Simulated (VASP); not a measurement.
A run of VASP 6.6.1 is set up as follows.

Contents of POSCAR:

```
SiC
1.0
    2.6201228660      0.0000000000      0.0000000000
    0.0000000000      2.6201228660      0.0000000000
    0.0000000000      0.0000000000      2.6201228660
Si C
1 1
Direct
    0.0000000000      0.0000000000      0.0000000000
    0.5000000000      0.5000000000      0.5000000000
```

The input INCAR.step1:

```
SYSTEM = SiC
ALGO = Normal
EDIFF = 1E-5
ENCUT = 660
GGA = PE
GGA_COMPAT = .FALSE.
ISMEAR = -1
LASPH = .TRUE.
LCHARG = .FALSE.
LREAL = .FALSE.
LWAVE = .TRUE.
NBANDS = 11
NELM = 120
PREC = Accurate
SIGMA = 0.02
```

INCAR.step2

```
SYSTEM = SiC
ALGO = Normal
EDIFF = 1E-6
ENCUT = 660
GGA_COMPAT = .FALSE.
ISIF = 2
ISMEAR = -1
ISTART = 1
LASPH = .TRUE.
LCHARG = .FALSE.
LMIXTAU = .TRUE.
LREAL = .FALSE.
LWAVE = .FALSE.
METAGGA = R2SCAN
NBANDS = 11
NELM = 120
PREC = Accurate
SIGMA = 0.02
```

The input KPOINTS:

```
k-points
0
G
  8 8 8
  0 0 0
```

Potentials or basis: VASP PAW PBE potentials, release 64 (Si, C).

The run is started by

```console
$ cat potpaw_PBE.64/Si/POTCAR potpaw_PBE.64/C/POTCAR > POTCAR
$ cp INCAR.step1 INCAR
$ mpirun -np 1 vasp_std > vasp.out
$ cp INCAR.step2 INCAR
$ mpirun -np 1 vasp_std > vasp.out
```

Question: What does it give for the pressure?

Answer: 0.1 GPa.

Question: Predict the band gap on the k mesh.

Answer: Zero (band 4 reaches 12.69 eV, above the bottom of band 5 at 8.68 eV).

Caveat: the PAW data sets were made with another functional, which shifts forces and pressure a little.
